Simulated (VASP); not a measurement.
# Ca (I4_1/amd) in VASP: single point with PBE

Aim: the single point of Ca with PBE.

Program: VASP 6.6.1. These are calculated values, not measurements. Logs are shortened: lines on timing, memory, paths and dates and some standing lists are left out, and cuts for length are marked.

## 1. The cell of the first run

Symmetry: I4_1/amd, No. 141, tetragonal system. The conventional cell has a = 7.454 Å, b = 7.454 Å, c = 10.484 Å, α = 90.00°, β = 90.00°, γ = 90.00°. Within 5.7 Å of Ca (site symmetry -4m2) lie 16 Ca at 4.35 to 4.56 Å. Ca (site symmetry 2/m) has 12 Ca at 3.72 to 4.37 Å within 4.9 Å.

## 2. Single point, PBE (48.54 Å³/atom)

Input file INCAR:

```
SYSTEM = Ca
  ALGO = Fast
  EDIFF = 1E-6
  ENCUT = 520
  GGA = PE
  ISIF = 2
  ISMEAR = 0
  LASPH = .TRUE.
  LCHARG = .FALSE.
  LREAL = .FALSE.
  LWAVE = .FALSE.
  NBANDS = 39
  NELM = 80
  PREC = Accurate
  SIGMA = 0.1
```

Input file KPOINTS:

```
k-points
0
G
  8 8 8
  0 0 0
```

Input file POSCAR:

```
Ca
1.0
   -3.7269562343      3.7269562343      5.2418405738
    3.7269562343     -3.7269562343      5.2418405738
    3.7269562343      3.7269562343     -5.2418405738
Ca
6
Direct
    0.0000000000      0.0000000000      0.0000000000
    0.7500000000      0.2500000000      0.5000000000
    0.3750000000      0.6250000000      0.7500000000
    0.3750000000      0.1250000000      0.7500000000
    0.3750000000      0.6250000000      0.2500000000
    0.8750000000      0.6250000000      0.2500000000
```

Potentials or basis: VASP PAW PBE potentials, release 64 (Ca_sv).

Launch:

```console
$ cat potpaw_PBE.64/Ca_sv/POTCAR > POTCAR
$ mpirun -np 1 vasp_std > vasp.out
```

OUTCAR:

```text
SYSTEM = Ca
   EDIFF = 1E-6
   ENCUT = 520
   GGA = PE
   ISIF = 2
   ISMEAR = 0
   LASPH = .TRUE.
   LREAL = .FALSE.
   NELM = 80
   PREC = Accurate

 ion  position               nearest neighbor table
   1  0.000  0.000  0.000-
   2  0.750  0.250  0.500-
   3  0.375  0.625  0.750-
   4  0.375  0.125  0.750-
   5  0.375  0.625  0.250-
   6  0.875  0.625  0.250-

  LATTYP: Found a body centered tetragonal cell.
 ALAT       =     7.4539124686
 C/A-ratio  =     1.4064668980

  Lattice vectors:

 A1 = (  -3.7269562343,   3.7269562343,   5.2418405738)
 A2 = (   3.7269562343,  -3.7269562343,   5.2418405738)
 A3 = (   3.7269562343,   3.7269562343,  -5.2418405738)

Analysis of symmetry for initial positions (statically):
=====================================================================
 Subroutine PRICEL returns:
 Original cell was already a primitive cell.

 Routine SETGRP: Setting up the symmetry group for a
 body centered tetragonal supercell.

 Subroutine GETGRP returns: Found 16 space group operations
 (whereof  8 operations were pure point group operations)
 out of a pool of 16 trial point group operations.

The static configuration has the point symmetry D_2d.
 The point group associated with its full space group is D_4h.

Analysis of symmetry for dynamics (positions and initial velocities):
=====================================================================
 Subroutine PRICEL returns:
 Original cell was already a primitive cell.

 Routine SETGRP: Setting up the symmetry group for a
 body centered tetragonal supercell.

 Subroutine GETGRP returns: Found 16 space group operations
 (whereof  8 operations were pure point group operations)
 out of a pool of 16 trial point group operations.

The dynamic configuration has the point symmetry D_2d.
 The point group associated with its full space group is D_4h.

 Subroutine INISYM returns: Found 16 space group operations
 (whereof  8 operations are pure point group operations),
 and found     1 'primitive' translations

----------------------------------------------------------------------------------------

                                     Primitive cell

  volume of cell :     291.2409

  direct lattice vectors                    reciprocal lattice vectors
    -3.726956234  3.726956234  5.241840574     0.000000000  0.134157733  0.095386342
     3.726956234 -3.726956234  5.241840574     0.134157733  0.000000000  0.095386342
     3.726956234  3.726956234 -5.241840574     0.134157733  0.134157733  0.000000000

  length of vectors
     7.433525284  7.433525284  7.433525284     0.164611214  0.164611214  0.189727686

  position of ions in fractional coordinates (direct lattice)
     0.000000000  0.000000000  0.000000000
     0.750000000  0.250000000  0.500000000
     0.375000000  0.625000000  0.750000000
     0.375000000  0.125000000  0.750000000
     0.375000000  0.625000000  0.250000000
     0.875000000  0.625000000  0.250000000

  ion indices of the primitive-cell ions
   primitive index   ion index
                 1           1
                 2           2
                 3           3
                 4           4
                 5           5
                 6           6

----------------------------------------------------------------------------------------

 KPOINTS: k-points

Automatic generation of k-mesh.
 Grid dimensions read from file:
 generate k-points for:    8    8    8

 Generating k-lattice:

  Cartesian coordinates                     Fractional coordinates (reciprocal lattice)
     0.000000000  0.016769717  0.011923293     0.125000000  0.000000000  0.000000000
     0.016769717  0.000000000  0.011923293     0.000000000  0.125000000  0.000000000
     0.016769717  0.016769717  0.000000000     0.000000000  0.000000000  0.125000000

  Length of vectors
     0.020576402  0.020576402  0.023715961

  Shift w.r.t. Gamma in fractional coordinates (k-lattice)
     0.000000000  0.000000000  0.000000000

 Subroutine IBZKPT returns following result:
 ===========================================

 Found     59 irreducible k-points:

 Following reciprocal coordinates:
            Coordinates               Weight
  0.000000  0.000000  0.000000      1.000000
  0.125000 -0.000000  0.000000      8.000000
  0.250000 -0.000000  0.000000      8.000000
  0.375000 -0.000000  0.000000      8.000000
  0.500000 -0.000000  0.000000      4.000000
  0.125000  0.125000  0.000000      8.000000
[... 16 lines left out ...]
  0.250000  0.125000  0.125000     16.000000
  0.375000  0.125000  0.125000      8.000000
 [... further k-points ...]
   k-points           NKPTS =     59   k-points in BZ     NKDIM =     59   number of bands    NBANDS=     39
   number of dos      NEDOS =    301   number of ions     NIONS =      6
   total plane-waves  NPLWV = 175616
   dimension x,y,z NGX =    56 NGY =   56 NGZ =   56
   dimension x,y,z NGXF=   112 NGYF=  112 NGZF=  112
   ions per type =               6
   NGX,Y,Z   is equivalent  to a cutoff of  12.52, 12.52, 12.52 a.u.
   NGXF,Y,Z  is equivalent  to a cutoff of  25.05, 25.05, 25.05 a.u.
 SYSTEM =  Ca
   PREC   = accura    normal or accurate (medium, high low for compatibility)
   ISTART =      0    job   : 0-new  1-cont  2-samecut
   ICHARG =      2    charge: 1-file 2-atom 10-const
   ISPIN  =      1    spin polarized calculation?
   LNONCOLLINEAR =      F non collinear calculations
   LSORBIT =      F    spin-orbit coupling
   LASPH  =      T    aspherical Exc in radial PAW
   ENCUT  =  520.0 eV  38.22 Ry    6.18 a.u.  13.82 13.82 13.82*2*pi/ulx,y,z
   NELM   =     80;   NELMIN=  2; NELMDL= -5     # of ELM steps
   EDIFF  = 0.1E-05   stopping-criterion for ELM
   LREAL  =      F    real-space projection
   EDIFFG = 0.1E-04   stopping-criterion for IOM
   NSW    =      0    number of steps for IOM
   IBRION =     -1    ionic relax: 0-MD 1-quasi-New 2-CG
   NFREE  =      0    steps in history (QN), initial steepest desc. (CG)
   ISIF   =      2    stress and relaxation
   ISYM   =      2    0-nonsym 1-usesym 2-fastsym
   POTIM  = 0.5000    time-step for ionic-motion
   TEBEG  =    0.0;   TEEND  =   0.0 temperature during run
   PSTRESS=    0.0 pullay stress
   NELECT =      60.0000    total number of electrons
   NUPDOWN=      -1.0000    fix difference up-down
   EMIN   =  10.00;   EMAX   =-10.00  energy-range for DOS
   EFERMI =   0.00;   METHOD = LEGACY
   ISMEAR =     0;   SIGMA  =   0.10  broadening in eV -4-tet -1-fermi 0-gaus
   EFERMI_NEDOS =   21; number of points for ismear=-14 and -15
   IALGO  =     68    algorithm
   IMIX   =      4    mixing-type and parameters
     AMIX     =   0.40;   BMIX     =  1.00
     AMIX_MAG =   1.60;   BMIX_MAG =  1.00
  volume/ion in A,a.u.               =      48.54       327.57
  Fermi-wavevector in a.u.,A,eV,Ry     =   0.966884  1.827146 12.719611  0.934865
  Thomas-Fermi vector in A             =   2.096723
   LORBIT       =      0    0 simple, 1 ext, 2 COOP (PROOUT), +10 PAW based schemes
   GGA     = PE    functional components
   LHFCALC =     F    Hartree Fock is set to
   AEXX    =    0.0000 exact exchange contribution
   IVDW    =     0    specifies the selected vdW correction
   LEPSILON=     F    determine dielectric tensor
   LRPA    =     F    only Hartree local field effects (RPA)
 non-spin polarized calculation
 RMM-DIIS sequential band-by-band and
 Gauss-broadening in eV      SIGMA  =   0.10
  energy-cutoff  :      520.00
  volume of cell :      291.24
 maximum number of plane-waves:      7872
   NGX = 27   NGY = 27   NGZ = 27

 number of electron      59.9999995 magnetization

 Free energy of the ion-electron system (eV)
  ---------------------------------------------------
  ext. energy  EPLUGINS =         0.00000000
  ---------------------------------------------------
  free energy    TOTEN  =       -10.96005097 eV

  energy without entropy =      -10.91797258  energy(sigma->0) =      -10.93901178

 E-fermi :   1.4901     XC(G=0):  -7.2915

 val. band max:        1.4889079048   @ k =  -0.1250   0.3750   0.1250
 cond. band min:       1.4965837775   @ k =   0.3750   0.1250   0.0000
 fundamental gap:      0.0076758728
 Fermi energy:         1.4901305766

 k-point     1 :       0.0000    0.0000    0.0000
  band No.  band energies     occupation
      1     -41.1859      2.00000
      2     -41.1850      2.00000
      3     -40.7030      2.00000
      4     -40.6858      2.00000
      5     -40.6858      2.00000
      6     -40.6854      2.00000
[... 31 lines left out ...]
     38       2.1389      0.00000
     39       2.8726      0.00000

 k-point     2 :       0.1250   -0.0000    0.0000
  band No.  band energies     occupation
      1     -41.1859      2.00000
      2     -41.1850      2.00000
      3     -40.7025      2.00000
      4     -40.6862      2.00000
      5     -40.6858      2.00000
      6     -40.6855      2.00000
[... 31 lines left out ...]
     38       2.2489      0.00000
     39       2.8734      0.00000

 k-point     3 :       0.2500   -0.0000    0.0000
  band No.  band energies     occupation
      1     -41.1858      2.00000
      2     -41.1851      2.00000
      3     -40.7012      2.00000
      4     -40.6875      2.00000
      5     -40.6858      2.00000
      6     -40.6855      2.00000
[... 31 lines left out ...]
     38       2.4492      0.00000
     39       2.8579      0.00000

 k-point     4 :       0.3750   -0.0000    0.0000
  band No.  band energies     occupation
      1     -41.1857      2.00000
      2     -41.1852      2.00000
      3     -40.6995      2.00000
      4     -40.6891      2.00000
      5     -40.6858      2.00000
      6     -40.6856      2.00000
[... 31 lines left out ...]
     38       2.6356      0.00000
     39       2.8522      0.00000
[... 754 lines left out ...]
     38       2.7150      0.00000
     39       2.8658      0.00000

 k-point    23 :       0.2500    0.1250    0.1250
  band No.  band energies     occupation
      1     -41.1856      2.00000
      2     -41.1852      2.00000
      3     -40.6983      2.00000
      4     -40.6904      2.00000
      5     -40.6857      2.00000
      6     -40.6856      2.00000
[... 31 lines left out ...]
     38       2.6589      0.00000
     39       2.7702      0.00000

 k-point    24 :       0.3750    0.1250    0.1250
  band No.  band energies     occupation
      1     -41.1856      2.00000
      2     -41.1853      2.00000
      3     -40.6974      2.00000
      4     -40.6913      2.00000
      5     -40.6857      2.00000
      6     -40.6856      2.00000
[... 31 lines left out ...]
     38       2.7569      0.00000
     39       2.7806      0.00000

 [... further k-points ...]

------------------------ aborting loop because EDIFF is reached ----------------------------------------

  FORCE on cell =-STRESS in cart. coord.  units (eV):
  Direction    XX          YY          ZZ          XY          YZ          ZX
  --------------------------------------------------------------------------------------
  -------------------------------------------------------------------------------------
  Total       -2.3847249     -2.3847249     -2.2854414      0.0000000      0.0000000      0.0000000
  in kB      -13.1188717    -13.1188717    -12.5726924      0.0000000      0.0000000      0.0000000
  external PRESSURE =     -12.9368119 kB  Pullay stress =       0.0000000 kB

 VOLUME and BASIS-vectors are now :
 -----------------------------------------------------------------------------
  energy-cutoff  :      520.00
  volume of cell :      291.24
      direct lattice vectors                 reciprocal lattice vectors
    -3.726956234  3.726956234  5.241840574     0.000000000  0.134157733  0.095386342
     3.726956234 -3.726956234  5.241840574     0.134157733  0.000000000  0.095386342
     3.726956234  3.726956234 -5.241840574     0.134157733  0.134157733  0.000000000

 POSITION                                       TOTAL-FORCE (eV/Angst)
 -----------------------------------------------------------------------------------
      0.00000      0.00000      0.00000        -0.000000      0.000000      0.000000
     -0.00000      3.72696      2.62092        -0.000000     -0.000000     -0.000000
      3.72696      1.86348      1.31046         0.000000     -0.000000      0.000000
      1.86348      3.72696     -1.31046         0.000000     -0.000000      0.000000
      1.86348      0.00000      3.93138         0.000000     -0.000000      0.000000
      0.00000      1.86348      6.55230         0.000000     -0.000000      0.000000
 -----------------------------------------------------------------------------------
    total drift:                                0.000000     -0.000000      0.000000

  FREE ENERGIE OF THE ION-ELECTRON SYSTEM (eV)
  ---------------------------------------------------
  free  energy   TOTEN  =       -10.9600509737 eV

  energy  without entropy=      -10.9179725793  energy(sigma->0) =      -10.93901178
```

Run time: 13 min. Hardware: 1 thread of Intel Xeon 6975P-C (Granite Rapids), shared host; peak memory 0.72 GiB.

What came out:

- Free energy: -10.9601 eV
- Pressure: -1.3 GPa
- Band gap on the k mesh: zero (bands 30 and 31 overlap by 0.23 eV)
